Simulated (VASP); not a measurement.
# Y3N (L12 type) (Pm-3m) in VASP: relaxation of cell and atoms with PBE

Aim: the relaxation of cell and atoms of Y3N (L12 type) with PBE.

Program: VASP 6.6.1. These are calculated values, not measurements. Logs are shortened: lines on timing, memory, paths and dates and some standing lists are left out, and cuts for length are marked.

## Step 1: The cell of the first run

It takes space group Pm-3m (No. 221, cubic). The conventional cell has a = 4.609 Å, b = 4.609 Å, c = 4.609 Å, α = 90.00°, β = 90.00°, γ = 90.00°. N (site symmetry m-3m) has 12 Y at 3.26 Å within 4.3 Å. Y (site symmetry 4/mmm) has 4 N at 3.26 Å and 8 Y at 3.26 Å within 4.3 Å.

## Step 2: Relaxation of cell and atoms, PBE

The input, INCAR:

```
PREC = Accurate ; ENCUT = 600
EDIFF = 1E-6 ; ISMEAR = -1
SIGMA = 0.05 ; LREAL = False
LASPH = True ; NELM = 60
ALGO = Normal ; ISIF = 3
LWAVE = False ; LCHARG = False
GGA = PE ; IBRION = 2
NSW = 70 ; EDIFFG = -0.005
```

The input, KPOINTS:

```
regular mesh
0
Gamma
  8 8 8
```

The input, POSCAR:

```
Y3N
1.0
    4.6094638181      0.0000000000      0.0000000000
    0.0000000000      4.6094638181      0.0000000000
    0.0000000000      0.0000000000      4.6094638181
N Y
1 3
Direct
    0.0000000000      0.0000000000      0.0000000000
    0.0000000000      0.5000000000      0.5000000000
    0.5000000000      0.0000000000      0.5000000000
    0.5000000000      0.5000000000      0.0000000000
```

Potentials or basis: VASP PAW PBE potentials, release 64 (N, Y_sv).

Started as:

```sh
> cat potpaw_PBE.64/N/POTCAR potpaw_PBE.64/Y_sv/POTCAR > POTCAR
> mpirun -np 1 vasp_std > vasp.out
```

OUTCAR:

```text
PREC = Accurate
   ENCUT = 600
   EDIFF = 1E-6
   ISMEAR = -1
   LREAL = False
   LASPH = True
   NELM = 60
   ISIF = 3
   GGA = PE
   IBRION = 2
   NSW = 70
   EDIFFG = -0.005

 ion  position               nearest neighbor table
   1  0.000  0.000  0.000-
   2  0.000  0.500  0.500-   3 3.26   4 3.26   4 3.26   3 3.26   3 3.26   4 3.26   4 3.26   3 3.26

   3  0.500  0.000  0.500-   2 3.26   4 3.26   4 3.26   2 3.26   4 3.26   4 3.26   2 3.26   2 3.26

   4  0.500  0.500  0.000-   2 3.26   3 3.26   2 3.26   3 3.26   3 3.26   3 3.26   2 3.26   2 3.26

  LATTYP: Found a simple cubic cell.
 ALAT       =     4.6094638181

  Lattice vectors:

 A1 = (   4.6094638181,   0.0000000000,   0.0000000000)
 A2 = (   0.0000000000,   4.6094638181,   0.0000000000)
 A3 = (   0.0000000000,   0.0000000000,   4.6094638181)

Analysis of symmetry for initial positions (statically):
=====================================================================
 Subroutine PRICEL returns:
 Original cell was already a primitive cell.

 Routine SETGRP: Setting up the symmetry group for a
 simple cubic supercell.

 Subroutine GETGRP returns: Found 48 space group operations
 (whereof 48 operations were pure point group operations)
 out of a pool of 48 trial point group operations.

The static configuration has the point symmetry O_h .

Analysis of symmetry for dynamics (positions and initial velocities):
=====================================================================
 Subroutine PRICEL returns:
 Original cell was already a primitive cell.

 Routine SETGRP: Setting up the symmetry group for a
 simple cubic supercell.

 Subroutine GETGRP returns: Found 48 space group operations
 (whereof 48 operations were pure point group operations)
 out of a pool of 48 trial point group operations.

The dynamic configuration has the point symmetry O_h .

 Subroutine INISYM returns: Found 48 space group operations
 (whereof 48 operations are pure point group operations),
 and found     1 'primitive' translations

----------------------------------------------------------------------------------------

                                     Primitive cell

  volume of cell :      97.9380

  direct lattice vectors                    reciprocal lattice vectors
     4.609463818  0.000000000  0.000000000     0.216944972  0.000000000  0.000000000
     0.000000000  4.609463818  0.000000000     0.000000000  0.216944972  0.000000000
     0.000000000  0.000000000  4.609463818     0.000000000  0.000000000  0.216944972

  length of vectors
     4.609463818  4.609463818  4.609463818     0.216944972  0.216944972  0.216944972

  position of ions in fractional coordinates (direct lattice)
     0.000000000  0.000000000  0.000000000
     0.000000000  0.500000000  0.500000000
     0.500000000  0.000000000  0.500000000
     0.500000000  0.500000000  0.000000000

  ion indices of the primitive-cell ions
   primitive index   ion index
                 1           1
                 2           2
                 3           3
                 4           4

----------------------------------------------------------------------------------------

 KPOINTS: regular mesh

Automatic generation of k-mesh.
 Grid dimensions read from file:
 generate k-points for:    8    8    8

 Generating k-lattice:

  Cartesian coordinates                     Fractional coordinates (reciprocal lattice)
     0.027118122  0.000000000  0.000000000     0.125000000  0.000000000  0.000000000
     0.000000000  0.027118122  0.000000000     0.000000000  0.125000000  0.000000000
     0.000000000  0.000000000  0.027118122     0.000000000  0.000000000  0.125000000

  Length of vectors
     0.027118122  0.027118122  0.027118122

  Shift w.r.t. Gamma in fractional coordinates (k-lattice)
     0.000000000  0.000000000  0.000000000

 Subroutine IBZKPT returns following result:
 ===========================================

 Found     35 irreducible k-points:

 Following reciprocal coordinates:
            Coordinates               Weight
  0.000000  0.000000  0.000000      1.000000
  0.125000  0.000000  0.000000      6.000000
  0.250000  0.000000  0.000000      6.000000
  0.375000  0.000000  0.000000      6.000000
  0.500000  0.000000  0.000000      3.000000
  0.125000  0.125000  0.000000     12.000000
[... 16 lines left out ...]
  0.375000  0.375000  0.125000     24.000000
  0.500000  0.375000  0.125000     24.000000
 [... further k-points ...]
   k-points           NKPTS =     35   k-points in BZ     NKDIM =     35   number of bands    NBANDS=     23
   number of dos      NEDOS =    301   number of ions     NIONS =      4
   total plane-waves  NPLWV =  64000
   dimension x,y,z NGX =    40 NGY =   40 NGZ =   40
   dimension x,y,z NGXF=    80 NGYF=   80 NGZF=   80
   ions per type =               1   3
   NGX,Y,Z   is equivalent  to a cutoff of  14.43, 14.43, 14.43 a.u.
   NGXF,Y,Z  is equivalent  to a cutoff of  28.85, 28.85, 28.85 a.u.
 SYSTEM =  unknown system
   PREC   = accura    normal or accurate (medium, high low for compatibility)
   ISTART =      0    job   : 0-new  1-cont  2-samecut
   ICHARG =      2    charge: 1-file 2-atom 10-const
   ISPIN  =      1    spin polarized calculation?
   LNONCOLLINEAR =      F non collinear calculations
   LSORBIT =      F    spin-orbit coupling
   LASPH  =      T    aspherical Exc in radial PAW
   ENCUT  =  600.0 eV  44.10 Ry    6.64 a.u.   9.21  9.21  9.21*2*pi/ulx,y,z
   NELM   =     60;   NELMIN=  2; NELMDL= -5     # of ELM steps
   EDIFF  = 0.1E-05   stopping-criterion for ELM
   LREAL  =      F    real-space projection
   EDIFFG = -.5E-02   stopping-criterion for IOM
   NSW    =     70    number of steps for IOM
   IBRION =      2    ionic relax: 0-MD 1-quasi-New 2-CG
   NFREE  =      1    steps in history (QN), initial steepest desc. (CG)
   ISIF   =      3    stress and relaxation
   ISYM   =      2    0-nonsym 1-usesym 2-fastsym
   POTIM  = 0.5000    time-step for ionic-motion
   TEBEG  =    0.0;   TEEND  =   0.0 temperature during run
   PSTRESS=    0.0 pullay stress
   NELECT =      38.0000    total number of electrons
   NUPDOWN=      -1.0000    fix difference up-down
   EMIN   =  10.00;   EMAX   =-10.00  energy-range for DOS
   EFERMI =   0.00;   METHOD = LEGACY
   ISMEAR =    -1;   SIGMA  =   0.05  broadening in eV -4-tet -1-fermi 0-gaus
   EFERMI_NEDOS =   21; number of points for ismear=-14 and -15
   IALGO  =     38    algorithm
   IMIX   =      4    mixing-type and parameters
     AMIX     =   0.40;   BMIX     =  1.00
     AMIX_MAG =   1.60;   BMIX_MAG =  1.00
  volume/ion in A,a.u.               =      24.48       165.23
  Fermi-wavevector in a.u.,A,eV,Ry     =   1.194040  2.256409 19.398262  1.425732
  Thomas-Fermi vector in A             =   2.330040
   LORBIT       =      0    0 simple, 1 ext, 2 COOP (PROOUT), +10 PAW based schemes
   GGA     = PE    functional components
   LHFCALC =     F    Hartree Fock is set to
   AEXX    =    0.0000 exact exchange contribution
   IVDW    =     0    specifies the selected vdW correction
   LEPSILON=     F    determine dielectric tensor
   LRPA    =     F    only Hartree local field effects (RPA)
 conjugate gradient relaxation of ions
 non-spin polarized calculation
  energy-cutoff  :      600.00
  volume of cell :       97.94
 maximum number of plane-waves:      3328
 NGX is ok and might be reduce to    40
   NGX = 19   NGY = 19   NGZ = 19

--------------------------------------- Ionic step        1  -------------------------------------------

 number of electron      38.0000005 magnetization

 Free energy of the ion-electron system (eV)
  ---------------------------------------------------
  ext. energy  EPLUGINS =         0.00000000
  ---------------------------------------------------
  free energy    TOTEN  =       -24.50222193 eV

  energy without entropy =      -24.44151401  energy(sigma->0) =      -24.47186797

 E-fermi :   3.6261     XC(G=0):  -9.8874

 val. band max:        3.6120260408   @ k =   0.3750   0.2500   0.0000
 cond. band min:       3.6330023180   @ k =   0.3750   0.3750   0.0000
 fundamental gap:      0.0209762772
 Fermi energy:         3.6260675887

 k-point     1 :       0.0000    0.0000    0.0000
  band No.  band energies     occupation
      1     -39.1764      2.00000
      2     -38.9735      2.00000
      3     -38.9735      2.00000
      4     -19.5426      2.00000
      5     -19.5426      2.00000
      6     -19.5426      2.00000
[... 15 lines left out ...]
     22       2.8530      2.00000
     23       2.8530      2.00000
[... 696 lines left out ...]
 POSITION                                       TOTAL-FORCE (eV/Angst)
 -----------------------------------------------------------------------------------
      0.00000      0.00000      0.00000         0.000000     -0.000000      0.000000
      0.00000      2.21363      2.21363         0.000000      0.000000      0.000000
      2.21363     -0.00000      2.21363         0.000000      0.000000      0.000000
      2.21363      2.21363     -0.00000        -0.000000     -0.000000      0.000000
 -----------------------------------------------------------------------------------
    total drift:                               -0.000000     -0.000000     -0.000000

  FREE ENERGIE OF THE ION-ELECTRON SYSTEM (eV)
  ---------------------------------------------------
  free  energy   TOTEN  =       -24.6672397950 eV

  energy  without entropy=      -24.6193909488  energy(sigma->0) =      -24.64331537

--------------------------------------- Ionic step        4  -------------------------------------------

 number of electron      38.0000000 magnetization

 Free energy of the ion-electron system (eV)
  ---------------------------------------------------
  ext. energy  EPLUGINS =         0.00000000
  ---------------------------------------------------
  free energy    TOTEN  =       -24.66732592 eV

  energy without entropy =      -24.61958675  energy(sigma->0) =      -24.64345633

 E-fermi :   4.4008     XC(G=0): -10.4109

 val. band max:        4.3961380150   @ k =   0.2500   0.1250   0.1250
 cond. band min:       4.4135971372   @ k =   0.2500   0.2500   0.0000
 fundamental gap:      0.0174591222
 Fermi energy:         4.4008194935

 k-point     1 :       0.0000    0.0000    0.0000
  band No.  band energies     occupation
      1     -38.2334      2.00000
      2     -37.9071      2.00000
      3     -37.9071      2.00000
      4     -18.7647      2.00000
      5     -18.7647      2.00000
      6     -18.7647      2.00000
[... 15 lines left out ...]
     22       3.3790      2.00000
     23       3.3790      2.00000
[... 620 lines left out ...]
 POSITION                                       TOTAL-FORCE (eV/Angst)
 -----------------------------------------------------------------------------------
      0.00000      0.00000      0.00000         0.000000     -0.000000      0.000000
      0.00000      2.21181      2.21181         0.000000      0.000000      0.000000
      2.21181     -0.00000      2.21181         0.000000      0.000000      0.000000
      2.21181      2.21181     -0.00000        -0.000000     -0.000000      0.000000
 -----------------------------------------------------------------------------------
    total drift:                               -0.000000     -0.000000     -0.000000

  FREE ENERGIE OF THE ION-ELECTRON SYSTEM (eV)
  ---------------------------------------------------
  free  energy   TOTEN  =       -24.6673259154 eV

  energy  without entropy=      -24.6195867462  energy(sigma->0) =      -24.64345633

 reached required accuracy - stopping structural energy minimisation
```

Run time: 3 min. Hardware: 1 thread of Intel Xeon 6975P-C (Granite Rapids), shared host; peak memory 0.32 GiB.

Results:

| Quantity | Value |
| --- | --- |
| Free energy | -24.6673 eV |
| Relaxed volume | 21.64 Å³/atom |
| Relaxed cell | a = 4.424 Å, b = 4.424 Å, c = 4.424 Å, α = 90.00°, β = 90.00°, γ = 90.00° |
| Space group after relaxing (to 0.1 Å) | Pm-3m (No. 221) |
| Energy gained by relaxing | 41.3 meV/atom |
| Ionic steps | 4 |
| Pressure after relaxing | 0.0 GPa |

The path:
| step | energy change (eV) | largest force (eV/Å) | pressure (GPa) | volume (Å³) |
| --- | --- | --- | --- | --- |
| 1 | 0.0000 | 0.0000 | -4.09 | 97.94 |
| 2 | -0.1531 | 0.0000 | -1.32 | 89.35 |
| 3 | -0.1650 | 0.0000 | -0.10 | 86.78 |
| 4 | -0.1651 | 0.0000 | -0.01 | 86.56 |

Final structure:
```xyz
4
Lattice="4.4236 0.0000 0.0000 0.0000 4.4236 0.0000 0.0000 0.0000 4.4236" Properties=species:S:1:pos:R:3 pbc="T T T"
N     0.0000    0.0000    0.0000
Y     0.0000    2.2118    2.2118
Y     2.2118    0.0000    2.2118
Y     2.2118    2.2118    0.0000
```

Levels at points of the mesh, in eV from the Fermi level:
```csv
k point,band 17,band 18,band 19,band 20,band 21,band 22
"(0.00, 0.00, 0.00)",-1.94,-1.30,-1.30,-1.21,-1.02,-1.02
"(0.50, 0.00, 0.00)",-2.04,-0.52,0.35,0.54,1.00,1.59
"(0.50, 0.50, 0.00)",-0.40,-0.08,-0.08,0.43,1.70,1.70
"(0.50, 0.50, 0.50)",-1.71,-1.71,-1.71,0.12,1.57,1.57
```

Caveat: the highest band is partly filled, so the run has too few bands.
